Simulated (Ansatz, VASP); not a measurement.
## One calculation of Cs, two programs

```
Cs
1.0
     5.56591    0.00000    0.00000
    -2.78295    4.82022    0.00000
     0.00000    0.00000   18.52158
Cs
4
Direct
  0.66667 0.33333 0.75000
  0.00000 0.00000 0.50000
  0.33333 0.66667 0.25000
  0.00000 0.00000 0.00000
```

Alike in both runs: task single point; functional PBE; k mesh 6 × 6 × 2; occupations fermi-dirac, width 0.05 eV; no spin polarisation.

|  | VASP | Ansatz |
| --- | --- | --- |
| version | VASP 6.6.1 | Ansatz 0.2.0 |
| potentials or method | VASP PAW PBE potentials, release 64 (Cs_sv) | Ansatz PAW |
| plane-wave cutoff (eV) | 520 | 420 |
| valence electrons in the cell | 36 | 36 |

```csv
,VASP,Ansatz,Ansatz less VASP
gap on the k mesh at the Fermi level (eV),none,none,-
pressure (GPa),-0.1,-0.1,+0.01
"traceless stress, the component that is largest in VASP (GPa)",-0.09,-0.09,0.000
```

A gap of «none» marks a metal or a gap that the smearing closes. With one functional, cell and mesh, what is left measures potentials, basis and numerics.

Neither program's run includes spin-orbit coupling.
